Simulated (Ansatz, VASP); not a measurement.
**HC6: VASP beside Ansatz**

The input INCAR:

```
SYSTEM = HC6
PREC     = Accurate       ! precision mode
ENCUT    = 520            ! plane-wave cutoff, eV
EDIFF    = 1E-6           ! SCF threshold, eV
ISMEAR   = 0              ! smearing method
SIGMA    = 0.1            ! smearing width, eV
LREAL    = .FALSE.        ! projectors in reciprocal space
LASPH    = .TRUE.         ! aspherical terms in the spheres
NELM     = 100            ! most SCF steps
ALGO     = Normal         ! electronic algorithm
ISIF     = 2              ! what is computed and relaxed
LWAVE    = .FALSE.        ! write WAVECAR
LCHARG   = .TRUE.         ! write CHGCAR
LDIPOL   = .TRUE.       
IDIPOL   = 3            
DIPOL    = 0.5 0.5 0.309
LELF     = .TRUE.         ! ELF
LVHAR    = .TRUE.       
LVACPOTAV= .TRUE.       
NBANDS   = 38             ! bands
```

File KPOINTS:

```
regular mesh
0
G
  6 3 1
  0 0 0
```

File POSCAR:

```
HC6
1.0
    4.8895256614      0.0000000000      0.0000000000
   -1.2223814153      8.7849592876      0.0000000000
    0.0000000000      0.0000000000     22.7474729025
C H
12 2
Direct
    0.0193612757      0.0774451030      0.1758437088
    0.5193612758      0.0774451030      0.1758437088
    0.2742015947      0.0968063788      0.2059542860
    0.7742015947      0.0968063788      0.2059542860
    0.2838822326      0.1355289303      0.2661754406
    0.7838822326      0.1355289303      0.2661754406
    0.0386279421      0.1545151615      0.2955067254
    0.5386279421      0.1545151615      0.2955067254
    0.0488684834      0.1954807970      0.3583587359
    0.5488684834      0.1954807970      0.3583587359
    0.3031723044      0.2126952264      0.3845470194
    0.8031723044      0.2126952264      0.3845470194
    0.0488684834      0.1532015300      0.4746669201
    0.0488684834      0.2377600640      0.4746669201
```

Input for Ansatz:

```yaml
crystal:
  lattice:
    - [4.8895256614, 0.0, 0.0]
    - [-1.2223814153, 8.7849592876, 0.0]
    - [0.0, 0.0, 22.7474729025]
  atoms:
    - { symbol: C, position: [0.0193612757, 0.077445103, 0.1758437088] }
    - { symbol: C, position: [0.5193612758, 0.077445103, 0.1758437088] }
    - { symbol: C, position: [0.2742015947, 0.0968063788, 0.205954286] }
    - { symbol: C, position: [0.7742015947, 0.0968063788, 0.205954286] }
    - { symbol: C, position: [0.2838822326, 0.1355289303, 0.2661754406] }
    - { symbol: C, position: [0.7838822326, 0.1355289303, 0.2661754406] }
    - { symbol: C, position: [0.0386279421, 0.1545151615, 0.2955067254] }
    - { symbol: C, position: [0.5386279421, 0.1545151615, 0.2955067254] }
    - { symbol: C, position: [0.0488684834, 0.195480797, 0.3583587359] }
    - { symbol: C, position: [0.5488684834, 0.195480797, 0.3583587359] }
    - { symbol: C, position: [0.3031723044, 0.2126952264, 0.3845470194] }
    - { symbol: C, position: [0.8031723044, 0.2126952264, 0.3845470194] }
    - { symbol: H, position: [0.0488684834, 0.15320153, 0.4746669201] }
    - { symbol: H, position: [0.0488684834, 0.237760064, 0.4746669201] }
basis:
  ecutwfc: 420
kpoints:
  mp_grid: { grid: [6, 3, 1] }
hamiltonian:
  xc: lda
scf:
  occupations: { method: gaussian, width: 0.1 }
output:
  forces: true
  eigenvalues: true
efield:
  axis: 3
  dipole_correction: true
  ramp_width: 0.04
```

Alike in both runs: task single point; functional LDA; k mesh 6 × 3 × 1; occupations gaussian, width 0.1 eV; no spin polarisation.

|  | VASP | Ansatz |
| --- | --- | --- |
| version | VASP 6.6.1 | Ansatz 0.2.0 |
| potentials or method | VASP PAW LDA potentials, release 64 (C, H), cutoff 520 eV | scalar-relativistic, plane waves, PAW |
| valence electrons in the cell | 50 | 50 |

```tsv
	VASP	Ansatz	Ansatz less VASP
gap on the k mesh at the Fermi level (eV)	0.05	0.05	-0.001
least direct gap on the mesh (eV)	0.07	0.07	-0.001
rms of the force components (eV/Å)	0.899	0.904	+0.0051
```

LDA's correlation is that of Perdew and Zunger in VASP and of Perdew and Wang (1992) in Ansatz. Atom by atom the forces differ by 0.021 eV/Å (rms over components).
